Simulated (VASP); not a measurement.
GaRe2Sb3: single point with PBE

The system is GaRe2Sb3.

```
Ga Re Sb
1.0
     4.98164    0.00000    0.00000
    -2.49082    4.31423    0.00000
     0.00000    0.00000    5.80627
Ga Re Sb
1 2 3
Direct
  0.00000 0.00000 0.00000
  0.33333 0.66667 0.50000
  0.66667 0.33333 0.50000
  0.33333 0.66667 0.00000
  0.66667 0.33333 0.00000
  0.00000 0.00000 0.50000
```

The cell was generated, and may not be a known phase.

- Program: VASP 6.6.1
- Task: single point
- Functional: PBE
- Potentials or basis: VASP PAW PBE potentials, release 64 (Ga_d, Re, Sb)
- Cutoff: 520 eV
- k mesh: 6 × 6 × 2
- Occupations: gaussian, width 0.1 eV
- Spin: no spin polarisation

```json
{
  "Pressure": "-0.1 GPa",
  "Band gap on the k mesh": "zero (bands 21 and 22 overlap by 1.17 eV)"
}
```

Stress tensor (GPa, compression positive):
```
-0.06  0.00  0.00
 0.00 -0.06  0.00
 0.00  0.00 -0.20
```

Levels at points of the mesh, in eV from the Fermi level:
| k point | band 18 | band 19 | band 20 | band 21 | band 22 | band 23 | band 24 | band 25 |
| --- | --- | --- | --- | --- | --- | --- | --- | --- |
| (0.00, 0.00, 0.00) | -1.65 | -1.20 | -1.20 | -0.88 | -0.35 | -0.19 | -0.19 | 0.44 |
| (0.50, 0.00, 0.00) | -0.69 | -0.65 | 0.08 | 0.10 | 0.27 | 0.35 | 0.49 | 0.80 |
| (0.00, 0.00, 0.50) | -1.44 | -1.44 | -1.18 | -0.77 | -0.77 | 0.16 | 0.60 | 0.60 |
| (0.50, 0.00, 0.50) | -1.35 | -0.59 | 0.24 | 0.40 | 0.45 | 0.87 | 1.58 | 2.47 |

Run time: 86 s on 1 thread of Oxide Virtual Turin-like Processor, on a shared host, peak memory 0.24 GiB.

Caveat: the k points lie up to 0.54 Å⁻¹ apart, too coarse for converged energies and pressures of a metal; spin-orbit coupling is left out, which moves the levels of the heavy elements.
